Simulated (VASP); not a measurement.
Here is a VASP 6.6.1 calculation.

Contents of INCAR:

```
ALGO = Normal ; EDIFF = 1E-6
ENCUT = 500 ; GGA = PE
GGA_COMPAT = F ; ISIF = 2
ISMEAR = 0 ; LASPH = T
LCHARG = F ; LMAXMIX = 6
LREAL = F ; LWAVE = F
NBANDS = 33 ; NELM = 200
PREC = Accurate ; SIGMA = 0.1
```

KPOINTS

```
k-points
0
Gamma
  8 8 8
```

File POSCAR:

```
HoAuCl4
1.0
    0.0000000000      4.0524438299      4.0524438299
    4.0524438299      0.0000000000      4.0524438299
    4.0524438299      4.0524438299      0.0000000000
Ho Au Cl
1 1 4
Direct
    0.2500000000      0.2500000000      0.2500000000
    0.0000000000      0.0000000000      0.0000000000
    0.6251370293      0.6251370293      0.1245889120
    0.6251370293      0.1245889120      0.6251370293
    0.1245889120      0.6251370293      0.6251370293
    0.6251370293      0.6251370293      0.6251370293
```

Potentials or basis: VASP PAW PBE potentials, release 64 (Ho_3, Au, Cl), 4f in core.

Command:

```bash
$ cat potpaw_PBE.64/Ho_3/POTCAR potpaw_PBE.64/Au/POTCAR potpaw_PBE.64/Cl/POTCAR > POTCAR
$ mpirun -np 1 vasp_std > vasp.out
```

Question: Estimate the band gap on the k mesh.

Answer: Zero (bands 24 and 25 overlap by 0.28 eV).

Question: Predict the pressure.

Answer: -0.2 GPa.

Forces on the atoms (eV/Å):
```
Ho   0.000  0.000  0.000
Au   0.000  0.000  0.000
Cl   0.002  0.002 -0.002
Cl   0.002 -0.002  0.002
Cl  -0.002  0.002  0.002
Cl  -0.002 -0.002 -0.002
```

Caveat: spin-orbit coupling is left out, which moves the levels of the heavy elements; the 4f electrons are frozen in the core, so they carry no moment and show no levels; the run has no spin polarisation, though such a crystal can be magnetic. With open d or f shells a metallic result of PBE can be an artefact of self-interaction; +U or a hybrid may open a gap.
